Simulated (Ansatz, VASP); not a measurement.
**One calculation of Cu, two programs**

Contents of POSCAR:

```
Cu
1.0
    2.5172030200      0.0000000000      0.0000000000
   -1.2586010133      2.1799613867      0.0000000000
    0.0000000000      0.0000000000      4.1679585379
Cu
2
Direct
    0.3333333333      0.6666666667      0.2500000000
    0.6666666667      0.3333333333      0.7500000000
```

INCAR.step1

```
ALGO     = Normal         # electronic algorithm
EDIFF    = 1E-4           # SCF threshold, eV
ENCUT    = 520            # plane-wave cutoff, eV
GGA      = PE             # functional
ISMEAR   = -1             # smearing method
LASPH    = T              # aspherical terms in the spheres
LCHARG   = F              # write CHGCAR
LREAL    = F              # projectors in reciprocal space
LWAVE    = T              # write WAVECAR
NBANDS   = 18             # bands
NELM     = 60             # most SCF steps
PREC     = Accurate       # precision mode
SIGMA    = 0.1            # smearing width, eV
```

The input INCAR.step2:

```
ALGO     = Normal         # electronic algorithm
EDIFF    = 1E-6           # SCF threshold, eV
ENCUT    = 520            # plane-wave cutoff, eV
ISIF     = 2              # what is computed and relaxed
ISMEAR   = -1             # smearing method
ISTART   = 1            
LASPH    = T              # aspherical terms in the spheres
LCHARG   = F              # write CHGCAR
LMIXTAU  = T            
LREAL    = F              # projectors in reciprocal space
LWAVE    = F              # write WAVECAR
METAGGA  = R2SCAN         # meta-GGA
NBANDS   = 18             # bands
NELM     = 60             # most SCF steps
PREC     = Accurate       # precision mode
SIGMA    = 0.1            # smearing width, eV
```

Contents of KPOINTS:

```
k-points
0
Gamma
  16 16 9
```

Input for Ansatz:

```yaml
crystal:
  lattice:
    - [2.5172030199999997, 0.0, 0.0]
    - [-1.2586010133333332, 2.1799613866666667, 0.0]
    - [0.0, 0.0, 4.167958537903699]
  atoms:
    - { symbol: Cu, position: [0.3333333333333333, 0.6666666666666666, 0.25] }
    - { symbol: Cu, position: [0.6666666666666666, 0.3333333333333333, 0.75] }
basis:
  ecutwfc: 520.0
kpoints:
  mp_grid:
    grid: [16, 16, 9]
hamiltonian:
  xc: r2scan
scf:
  occupations:
    method: fermi_dirac
    width: 0.1
output:
  stress: true
```

Alike in both runs: task single point; functional r2SCAN; k mesh 16 × 16 × 9; occupations fermi-dirac, width 0.1 eV; no spin polarisation.

|  | VASP | Ansatz |
| --- | --- | --- |
| version | VASP 6.6.1 | Ansatz 0.2.0 |
| potentials or method | VASP PAW PBE potentials, release 64 (Cu), cutoff 520 eV | plane waves, PAW |
| valence electrons in the cell | 22 | 38 |

```tsv
	VASP	Ansatz	Ansatz less VASP
pressure (GPa)	1.1	0.3	-0.80
traceless stress, the component that is largest in VASP (GPa)	-1.60	-1.63	-0.026
```

VASP's potentials were made for PBE, not for r2SCAN. With one functional, cell and mesh, what is left measures potentials, basis and numerics. VASP's potentials hold 22 valence electrons a cell and Ansatz's 38, so a difference there can come from the potentials and not from the codes.
